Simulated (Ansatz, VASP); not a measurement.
## Sn in VASP and in Ansatz

```xyz
2
Lattice="0.0000 3.2131 3.2456 3.2131 0.0000 3.2456 3.2131 3.2131 0.0000" Properties=species:S:1:pos:R:3 pbc="T T T"
Sn    3.2131    3.2131    3.2456
Sn    4.8197    4.8197    4.8684
```

Change from the starting cell: equal xx and yy strain of -1 %, crystal datasets.

Alike in both runs: task electric field gradients; functional PBE; k mesh 9 × 9 × 9; occupations fermi-dirac, width 0.03 eV; no spin polarisation.

|  | VASP | Ansatz |
| --- | --- | --- |
| version | VASP 6.6.1 | Ansatz 0.2.0 |
| potentials or method | VASP PAW PBE potentials, release 64 (Sn_d), cutoff 520 eV | all-electron PAW with datasets made for the crystal, scalar-relativistic |

Ansatz gave:

* pressure (GPa): 4.3
* traceless stress, the component that is largest in VASP (GPa): -0.20
* size of Vzz on the site where it differs most (V/Å²): 1.1

Q: Estimate VASP's values.

A: Pressure (GPa): 4.2; traceless stress, the component that is largest in VASP (GPa): -0.21; size of Vzz on the site where it differs most (V/Å²): 1.0.

Ansatz ran all-electron here, and VASP with PAW potentials.
